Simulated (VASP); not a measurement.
Input of a VASP 6.6.1 run:

Contents of INCAR:

```
  PREC = Accurate
  ENCUT = 520
  EDIFF = 1E-6
  ISMEAR = -1
  SIGMA = 0.1551
  LREAL = Auto
  LASPH = T
  NELM = 120
  ALGO = Normal
  ISIF = 2
  LWAVE = F
  LCHARG = F
  GGA = PE
  NBANDS = 78
  GGA_COMPAT = F
  ISYM = -1
```

KPOINTS

```
explicit points
4
Reciprocal
  0.25000000   0.25000000   0.25000000 2
  0.25000000   0.25000000   0.75000000 2
  0.25000000   0.75000000   0.25000000 2
  0.25000000   0.75000000   0.75000000 2
```

The input POSCAR:

```
TiC
1.0
   -4.4128842954      4.4128842954      0.0000000000
   -4.4128842954      0.0000000000      4.4128842954
    0.0000000000      4.4128842954      4.4128842954
Ti C
8 8
Direct
    0.0057940563     -0.0653811613     -0.0114742415
    0.5110566806     -0.0746332734     -0.0177831538
   -0.0129958087      0.4021741521      0.0205801906
    0.0500621555     -0.0894336841      0.4710299117
    0.4692086539      0.4321016307     -0.0010767334
    0.5451901385     -0.1196022748      0.4961838683
   -0.0158124472      0.4113385665      0.5225705787
    0.5092484528      0.3943845756      0.4636139004
    0.7460094758      0.6528672195      0.7612924507
    0.2653688431      0.6879879002      0.7536596877
    0.7444005508      0.1787954198      0.7329567882
    0.7670411852      0.6238511630      0.2257824890
    0.2607755887      0.1571605901      0.7186094825
    0.2543006852      0.7014597014      0.2136998020
    0.7734468596      0.1828195452      0.2157358853
    0.2386041486      0.1533136730      0.2575697489
```

Potentials or basis: VASP PAW PBE potentials, release 64 (Ti_sv, C).

The run is started by

```bash
$ cat potpaw_PBE.64/Ti_sv/POTCAR potpaw_PBE.64/C/POTCAR > POTCAR
$ mpirun -np 1 vasp_std > vasp.out
```

(1) Predict the band gap on the k mesh.

(2) Estimate the largest force.

(3) What does it give for the pressure?

## Answers

(1) 0.47 eV.

(2) 4.402 eV/Å.

(3) -2.8 GPa.

Caveat: the atoms stand as in a frame of molecular dynamics; a shifted mesh leaves out Γ, where band edges can lie; forces of over 1 eV/Å act on the atoms, so gaps and moduli don't describe the material at rest.
